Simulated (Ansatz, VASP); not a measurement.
# One calculation of Cd, two programs

The input INCAR:

```
SYSTEM = Cd
PREC = Accurate
ENCUT = 520
EDIFF = 1E-7
ISMEAR = -1
SIGMA = 0.1
LREAL = .False.
LASPH = .True.
NELM = 60
ALGO = Normal
ISIF = 2
LWAVE = .False.
LCHARG = .True.
GGA = B5
ALDAX = 1.0
AGGAX = 1.0
AGGAC = 1.0
ALDAC = 0.0
LELF = .True.
LVHAR = .True.
NBANDS = 19
```

Contents of KPOINTS:

```
Automatic mesh
0
Gamma
  19 19 8
  0 0 0
```

Contents of POSCAR:

```
Cd
1.0
    3.1380367935      0.0000000000      0.0000000000
   -1.5690183967      2.7176195812      0.0000000000
    0.0000000000      0.0000000000      6.5045479948
Cd
2
Direct
    0.3333333333      0.6666666667      0.2500000000
    0.6666666667      0.3333333333      0.7500000000
```

Input for Ansatz:

```yaml
crystal:
  lattice:
    - [3.1380367935, 0.0, 0.0]
    - [-1.5690183967, 2.7176195812, 0.0]
    - [0.0, 0.0, 6.5045479948]
  atoms:
    - { symbol: Cd, position: [0.3333333333, 0.6666666667, 0.25] }
    - { symbol: Cd, position: [0.6666666667, 0.3333333333, 0.75] }
hamiltonian:
  xc: blyp
  pseudopotentials:
    kind: paw
    azcp:
      Cd: "pseudopotentials/Cd.paw.azcp"
basis:
  ecutwfc: 420
  fft_grid_basis: typed
kpoints:
  mp_grid: { grid: [19, 19, 8], shift: [0, 0, 0] }
magnetization:
  spin_polarized: false
scf:
  occupations: { method: fermi_dirac, width: 0.1 }
output:
  stress: true
```

Alike in both runs: task single point; functional BLYP; k mesh 19 × 19 × 8; occupations fermi-dirac, width 0.1 eV; no spin polarisation.

|  | VASP | Ansatz |
| --- | --- | --- |
| version | VASP 6.6.1 | Ansatz 0.2.0 |
| potentials or method | VASP PAW PBE potentials, release 64 (Cd), cutoff 520 eV | plane waves (420 eV) with PAW, scalar-relativistic |
| valence electrons in the cell | 24 | 40 |

|  | VASP | Ansatz | Ansatz less VASP |
| --- | --- | --- | --- |
| pressure (GPa) | -0.5 | -0.6 | -0.11 |
| traceless stress, the component that is largest in VASP (GPa) | 0.42 | 0.47 | +0.054 |

VASP's potentials were made for PBE, not for BLYP. With one functional, cell and mesh, what is left measures potentials, basis and numerics. VASP's potentials hold 24 valence electrons a cell and Ansatz's 40, so a difference there can come from the potentials and not from the codes.
